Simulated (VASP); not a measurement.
Write the native input for VASP 6.6.1 that does the following.

```
Task                   : single point
Functional             : PBE
Dispersion             : D3(BJ)
Potentials or basis    : VASP PAW PBE potentials, release 64 (C, O, H)
Cutoff                 : 520 eV
k mesh                 : 1 × 1 × 1
Occupations            : fermi-dirac, width 0.05 eV
Spin                   : no spin polarisation
Dipole correction      : no
Further INCAR settings : LREAL = Auto; ALGO = Normal; EDIFF = 1e-06; NBANDS = 70
```

The structure of H11C7O lies in POSCAR:

```
H11C7O
1.0
    8.9093790000      0.0000000000      0.0000000000
    0.0000000000      8.9093790000      0.0000000000
    0.0000000000      0.0000000000      8.9093790000
C O H
14 2 22
Direct
    0.9097940496      0.3432337989      0.6024101119
    0.8163531936      0.3735277173      0.4718061719
    0.4747468931      0.4267300785      0.7543398928
    0.5955746186      0.5278257890      0.8252427021
    0.5422263437      0.7732862189      0.4310289191
    0.4758805299      0.7994047621      0.5462221329
    0.8439420974      0.8274650792      0.8229978767
    0.8392391883      0.9088287747      0.7157962412
    0.1001192115     -0.0152423643      0.3033095797
    0.0280827654     -0.0173749484      0.1821788028
    0.0277123692      0.6094364153      0.1593152564
   -0.0087548189      0.4930197716      0.1112086488
    0.3899261666      0.3709012716      0.1995761994
    0.4291769381      0.2442145519      0.1634457351
    0.7243714742      0.2464706014      0.4433193380
    0.5193179008      0.6282143795      0.9224660888
    0.6985784307      0.2488388921      0.3366115641
    0.7369537203      0.4715929135      0.5005287125
    0.8792756487      0.4112856800      0.3728879420
    0.9972075495      0.4404571856      0.5841260092
    0.8603854433      0.3273741077      0.7108127289
    0.9761735358      0.2479746344      0.5761232068
    0.5653480450      0.7209368913      0.8998045767
    0.6866359597      0.4570913416      0.8808919230
    0.6515830116      0.5857535076      0.7292876417
    0.5184760913      0.3250731617      0.6924276092
    0.4010717245      0.3843814479      0.8525397786
    0.3980187620      0.4946809424      0.6916194720
    0.4264719236      0.8259049256      0.6534349925
    0.5894237971      0.7246071808      0.3282159172
    0.8338965039      0.9692594736      0.6066191594
    0.8950118746      0.7647109860      0.9202773841
   -0.0319438650      0.0029743936      0.0783668536
    0.1823471647     -0.0327295539      0.3915536650
   -0.0520350521      0.3910149069      0.0493300375
    0.0394864782      0.7268744544      0.1915846211
    0.4420510116      0.1367659856      0.1140259046
    0.3285077445      0.4715255687      0.2162103554
```

One way to write it, as run:

INCAR

```
SYSTEM = H11C7O
PREC = Accurate
ENCUT = 520
EDIFF = 1E-6
ISMEAR = -1
SIGMA = 0.05
LREAL = Auto
LASPH = .True.
NELM = 100
ALGO = Normal
ISIF = 2
LWAVE = .False.
LCHARG = .True.
GGA = PE
IVDW = 12
LELF = .True.
LVHAR = .True.
NBANDS = 70
```

KPOINTS

```
Automatic mesh
0
Gamma
  1 1 1
  0 0 0
```

Potentials or basis: VASP PAW PBE potentials, release 64 (C, O, H).

Command:

```bash
$ cat potpaw_PBE.64/C/POTCAR potpaw_PBE.64/O/POTCAR potpaw_PBE.64/H/POTCAR > POTCAR
$ mpirun -np 1 vasp_gam > vasp.out
```

It gave:

```yaml
Pressure: -0.6 GPa
Largest_force: 6.745 eV/Å
Band_gap_on_the_k_mesh: 4.17 eV
Dispersion_energy_per_atom: -0.030 eV
```

Caveat: the k points lie up to 0.71 Å⁻¹ apart.

It took 2.5 min on 1 thread of Intel Xeon 6975P-C (shared host), peak memory 0.66 GiB.
